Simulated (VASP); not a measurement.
# Co (Fm-3m) in VASP: a series of runs

The runs below take Co through single point, with PBE.

Everything below comes from runs of VASP 6.6.1. Logs are shortened: lines on timing, memory, paths and dates and some standing lists are left out, and cuts for length are marked.

## 1. The cell of the first run

The structure is cubic, space group Fm-3m (No. 225). Conventional cell: a = 3.520 Å, b = 3.520 Å, c = 3.520 Å, α = 90.00°, β = 90.00°, γ = 90.00°. Co (site symmetry m-3m) has 12 Co at 2.49 Å within 3.3 Å.

This isn't the form of Co at room conditions, which is hcp.

## 2. Single point, PBE

INCAR reads:

```
ALGO     = Normal         # electronic algorithm
EDIFF    = 1E-6           # SCF threshold, eV
ENCUT    = 520            # plane-wave cutoff, eV
GGA      = PE             # functional
ISIF     = 2              # what is computed and relaxed
ISMEAR   = 0              # smearing method
LASPH    = True           # aspherical terms in the spheres
LCHARG   = False          # write CHGCAR
LREAL    = False          # projectors in reciprocal space
LWAVE    = False          # write WAVECAR
NBANDS   = 10             # bands
NELM     = 60             # most SCF steps
PREC     = Accurate       # precision mode
SIGMA    = 0.05           # smearing width, eV
```

KPOINTS reads:

```
k-points
0
Gamma
  20 20 20
```

POSCAR reads:

```
Co
1.0
    0.0000000000      1.7600388120      1.7600388120
    1.7600388120      0.0000000000      1.7600388120
    1.7600388120      1.7600388120      0.0000000000
Co
1
Direct
    0.0000000000      0.0000000000      0.0000000000
```

Potentials or basis: VASP PAW PBE potentials, release 64 (Co).

Launch:

```sh
$ cat potpaw_PBE.64/Co/POTCAR > POTCAR
$ mpirun -np 1 vasp_std > vasp.out
```

OUTCAR:

```text
EDIFF = 1E-6
   ENCUT = 520
   GGA = PE
   ISIF = 2
   ISMEAR = 0
   LASPH = True
   LREAL = False
   NELM = 60
   PREC = Accurate

 ion  position               nearest neighbor table
   1  0.000  0.000  0.000-

  LATTYP: Found a face centered cubic cell.
 ALAT       =     3.5200776240

  Lattice vectors:

 A1 = (   0.0000000000,   1.7600388120,   1.7600388120)
 A2 = (   1.7600388120,   0.0000000000,   1.7600388120)
 A3 = (   1.7600388120,   1.7600388120,   0.0000000000)

Analysis of symmetry for initial positions (statically):
=====================================================================
 Subroutine PRICEL returns:
 Original cell was already a primitive cell.

 Routine SETGRP: Setting up the symmetry group for a
 face centered cubic supercell.

 Subroutine GETGRP returns: Found 48 space group operations
 (whereof 48 operations were pure point group operations)
 out of a pool of 48 trial point group operations.

The static configuration has the point symmetry O_h .

Analysis of symmetry for dynamics (positions and initial velocities):
=====================================================================
 Subroutine PRICEL returns:
 Original cell was already a primitive cell.

 Routine SETGRP: Setting up the symmetry group for a
 face centered cubic supercell.

 Subroutine GETGRP returns: Found 48 space group operations
 (whereof 48 operations were pure point group operations)
 out of a pool of 48 trial point group operations.

The dynamic configuration has the point symmetry O_h .

 Subroutine INISYM returns: Found 48 space group operations
 (whereof 48 operations are pure point group operations),
 and found     1 'primitive' translations

----------------------------------------------------------------------------------------

                                     Primitive cell

  volume of cell :      10.9043

  direct lattice vectors                    reciprocal lattice vectors
     0.000000000  1.760038812  1.760038812    -0.284084644  0.284084644  0.284084644
     1.760038812  0.000000000  1.760038812     0.284084644 -0.284084644  0.284084644
     1.760038812  1.760038812  0.000000000     0.284084644  0.284084644 -0.284084644

  length of vectors
     2.489070758  2.489070758  2.489070758     0.492049038  0.492049038  0.492049038

  position of ions in fractional coordinates (direct lattice)
     0.000000000  0.000000000  0.000000000

  ion indices of the primitive-cell ions
[... 78 lines left out ...]
   IBRION =     -1    ionic relax: 0-MD 1-quasi-New 2-CG
   NFREE  =      0    steps in history (QN), initial steepest desc. (CG)
   ISIF   =      2    stress and relaxation
   ISYM   =      2    0-nonsym 1-usesym 2-fastsym
   POTIM  = 0.5000    time-step for ionic-motion
   TEBEG  =    0.0;   TEEND  =   0.0 temperature during run
   PSTRESS=    0.0 pullay stress
   NELECT =       9.0000    total number of electrons
   NUPDOWN=      -1.0000    fix difference up-down
   EMIN   =  10.00;   EMAX   =-10.00  energy-range for DOS
   EFERMI =   0.00;   METHOD = LEGACY
   ISMEAR =     0;   SIGMA  =   0.05  broadening in eV -4-tet -1-fermi 0-gaus
   EFERMI_NEDOS =   21; number of points for ismear=-14 and -15
   IALGO  =     38    algorithm
   IMIX   =      4    mixing-type and parameters
     AMIX     =   0.40;   BMIX     =  1.00
     AMIX_MAG =   1.60;   BMIX_MAG =  1.00
  volume/ion in A,a.u.               =      10.90        73.59
  Fermi-wavevector in a.u.,A,eV,Ry     =   1.535642  2.901943 32.085225  2.358198
  Thomas-Fermi vector in A             =   2.642402
   LORBIT       =      0    0 simple, 1 ext, 2 COOP (PROOUT), +10 PAW based schemes
   GGA     = PE    functional components
   LHFCALC =     F    Hartree Fock is set to
   AEXX    =    0.0000 exact exchange contribution
   IVDW    =     0    specifies the selected vdW correction
   LEPSILON=     F    determine dielectric tensor
   LRPA    =     F    only Hartree local field effects (RPA)
 non-spin polarized calculation
 Gauss-broadening in eV      SIGMA  =   0.05
  energy-cutoff  :      520.00
  volume of cell :       10.90
 maximum number of plane-waves:       305
   NGX =  9   NGY =  9   NGZ =  9

 number of electron       8.9999997 magnetization

 Free energy of the ion-electron system (eV)
  ---------------------------------------------------
  ext. energy  EPLUGINS =         0.00000000
  ---------------------------------------------------
  free energy    TOTEN  =        -6.81405658 eV

  energy without entropy =       -6.81137897  energy(sigma->0) =       -6.81271777

 E-fermi :  10.0198     XC(G=0): -13.3926

 val. band max:       10.0167543222   @ k =   0.3000   0.3000   0.0000
 cond. band min:      10.0207030560   @ k =   0.5000   0.4000   0.1000
 fundamental gap:      0.0039487338
 Fermi energy:        10.0197658598

 k-point     1 :       0.0000    0.0000    0.0000
  band No.  band energies     occupation
      1       1.2928      2.00000
      2       8.2470      2.00000
      3       8.2470      2.00000
      4       8.2470      2.00000
      5       9.4884      2.00000
      6       9.4884      2.00000
      7      33.0974      0.00000
      8      37.6617      0.00000
      9      37.6617      0.00000
     10      37.6617      0.00000
[... 287 lines left out ...]
 k-point    24 :      -0.3500    0.0500    0.0000
  band No.  band energies     occupation
      1       5.1330      2.00000
      2       8.2690      2.00000
      3       8.3249      2.00000
      4       8.3372      2.00000
      5       9.9370      1.98080
      6      10.3031      0.00000
      7      19.9970      0.00000
      8      31.5966      0.00000
      9      34.2762      0.00000
     10      36.5207      0.00000

 [... further k-points ...]

------------------------ aborting loop because EDIFF is reached ----------------------------------------

  FORCE on cell =-STRESS in cart. coord.  units (eV):
  Direction    XX          YY          ZZ          XY          YZ          ZX
  --------------------------------------------------------------------------------------
  -------------------------------------------------------------------------------------
  Total       -0.8985727     -0.8985727     -0.8985727     -0.0000000     -0.0000000      0.0000000
  in kB     -132.0283075   -132.0283075   -132.0283075     -0.0000000     -0.0000000      0.0000000
  external PRESSURE =    -132.0283075 kB  Pullay stress =       0.0000000 kB

 VOLUME and BASIS-vectors are now :
 -----------------------------------------------------------------------------
  energy-cutoff  :      520.00
  volume of cell :       10.90
      direct lattice vectors                 reciprocal lattice vectors
     0.000000000  1.760038812  1.760038812    -0.284084644  0.284084644  0.284084644
     1.760038812  0.000000000  1.760038812     0.284084644 -0.284084644  0.284084644
     1.760038812  1.760038812  0.000000000     0.284084644  0.284084644 -0.284084644

 POSITION                                       TOTAL-FORCE (eV/Angst)
 -----------------------------------------------------------------------------------
      0.00000      0.00000      0.00000         0.000000      0.000000      0.000000
 -----------------------------------------------------------------------------------
    total drift:                                0.000000      0.000000      0.000000

  FREE ENERGIE OF THE ION-ELECTRON SYSTEM (eV)
  ---------------------------------------------------
  free  energy   TOTEN  =        -6.8140565776 eV

  energy  without entropy=       -6.8113789657  energy(sigma->0) =       -6.81271777
```

OSZICAR:

```text
N       E                     dE             d eps       ncg     rms          rms(c)
DAV:   1     0.219801638533E+02    0.21980E+02   -0.41687E+03  5162   0.105E+03
DAV:   2    -0.743638494491E+01   -0.29417E+02   -0.28123E+02  5224   0.151E+02
DAV:   3    -0.812735849068E+01   -0.69097E+00   -0.68725E+00  5718   0.291E+01
DAV:   4    -0.813601258194E+01   -0.86541E-02   -0.86519E-02  5908   0.289E+00
DAV:   5    -0.813626169910E+01   -0.24912E-03   -0.24911E-03  6026   0.442E-01    0.100E+01
DAV:   6    -0.709996929128E+01    0.10363E+01   -0.16772E+01  5594   0.595E+01    0.405E+00
DAV:   7    -0.683297132902E+01    0.26700E+00   -0.22493E+00  5644   0.205E+01    0.114E+00
DAV:   8    -0.681717377571E+01    0.15798E-01   -0.23124E-02  7528   0.162E+00    0.400E-01
DAV:   9    -0.681404891992E+01    0.31249E-02   -0.35545E-03  7488   0.423E-01    0.739E-02
DAV:  10    -0.681405888254E+01   -0.99626E-05   -0.17378E-05  5482   0.565E-02    0.362E-02
DAV:  11    -0.681405640086E+01    0.24817E-05   -0.39897E-07  3582   0.610E-03    0.267E-03
DAV:  12    -0.681405657758E+01   -0.17671E-06   -0.51022E-08  2668   0.273E-03
   1 F= -.68140566E+01 E0= -.68127178E+01  d E =-.267761E-02
```

stdout:

```text
POSCAR found type information on POSCAR Co
 POSCAR found :  1 types and       1 ions
 scaLAPACK will be used
 LDA part: xc-table for (Slater+PW92), standard interpolation
 POSCAR, INCAR and KPOINTS ok, starting setup
 FFT: planning ... GRIDC
 FFT: planning ... GRID_SOFT
 FFT: planning ... GRID
 WAVECAR not read
 entering main loop
```

Run time: 45 s. Hardware: 1 thread of Intel Xeon 8259CL, shared host; peak memory 0.15 GiB.

Results:

| Quantity | Value |
| --- | --- |
| Free energy | -6.8141 eV |
| Pressure | -13.2 GPa |
| Band gap on the k mesh | zero (an odd number of electrons rules out a gap without spin polarisation) |

Levels at points of the mesh, in eV from the Fermi level:
| k point | band 1 | band 2 | band 3 | band 4 | band 5 | band 6 | band 7 | band 8 | band 9 |
| --- | --- | --- | --- | --- | --- | --- | --- | --- | --- |
| (0.00, 0.00, 0.00) | -8.73 | -1.77 | -1.77 | -1.77 | -0.53 | -0.53 | 23.08 | 27.64 | 27.64 |
| (0.50, 0.00, 0.00) | -4.53 | -1.83 | -1.83 | -0.05 | 0.30 | 0.30 | 6.75 | 21.68 | 25.20 |
| (0.50, 0.50, 0.00) | -4.45 | -3.83 | 0.29 | 0.51 | 0.51 | 2.75 | 10.17 | 15.17 | 15.17 |

Caveat: the cell stands under tension; the run has no spin polarisation, though such a crystal can be magnetic. Spin polarisation is off, so any magnetic state and its effect on volume and gap are missing.

## 3. Single point, PBE, collinear spin, ferromagnetic start (10.90 Å³/atom)

INCAR reads:

```
ALGO = Normal ; EDIFF = 1E-7
ENCUT = 520 ; GGA = PE
ISIF = 2 ; ISMEAR = 0
ISPIN = 2 ; LASPH = True
LCHARG = True ; LELF = True
LMAXMIX = 4 ; LORBIT = 11
LREAL = False ; LVHAR = True
LWAVE = False ; MAGMOM = 1.88
NBANDS = 14 ; NELM = 150
PREC = Accurate ; SIGMA = 0.05
```

KPOINTS is that of step 2.

POSCAR is that of step 2.

Potentials or basis: VASP PAW PBE potentials, release 64 (Co).

Launch:

```sh
$ cat potpaw_PBE.64/Co/POTCAR > POTCAR
$ mpirun -np 1 vasp_std > vasp.out
```

Wall time 2.5 min (1 thread of Intel Xeon 8259CL, shared host); peak memory 0.18 GiB.

Results (log left out):

* Free energy: -7.0202 eV
* Pressure: -0.7 GPa
* Net moment: 1.64 μB per cell
* Site moments: Co +1.65 μB
* Valence electrons inside the program's atomic spheres: Co 8.26

Levels at points of the mesh, in eV from the Fermi level:
Spin up:
| k point | band 1 | band 2 | band 3 | band 4 | band 5 | band 6 | band 7 | band 8 | band 9 | band 10 |
| --- | --- | --- | --- | --- | --- | --- | --- | --- | --- | --- |
| (0.00, 0.00, 0.00) | -8.99 | -2.71 | -2.71 | -2.71 | -1.69 | -1.69 | 22.99 | 27.30 | 27.30 | 27.30 |
| (0.50, 0.00, 0.00) | -5.19 | -2.85 | -2.85 | -0.79 | -0.79 | -0.29 | 6.08 | 21.56 | 24.80 | 24.80 |
| (0.50, 0.50, 0.00) | -5.28 | -4.64 | -0.91 | -0.53 | -0.53 | 2.50 | 9.51 | 14.83 | 14.83 | 19.87 |
Spin down:
| k point | band 2 | band 3 | band 4 | band 5 | band 6 | band 7 |
| --- | --- | --- | --- | --- | --- | --- |
| (0.00, 0.00, 0.00) | -1.15 | -1.15 | -1.15 | 0.31 | 0.31 | 22.67 |
| (0.50, 0.00, 0.00) | -1.15 | -1.15 | -0.34 | 1.12 | 1.12 | 7.08 |
| (0.50, 0.50, 0.00) | -3.38 | 1.18 | 1.28 | 1.28 | 2.51 | 10.42 |

(Continued in part 2 of 2.)
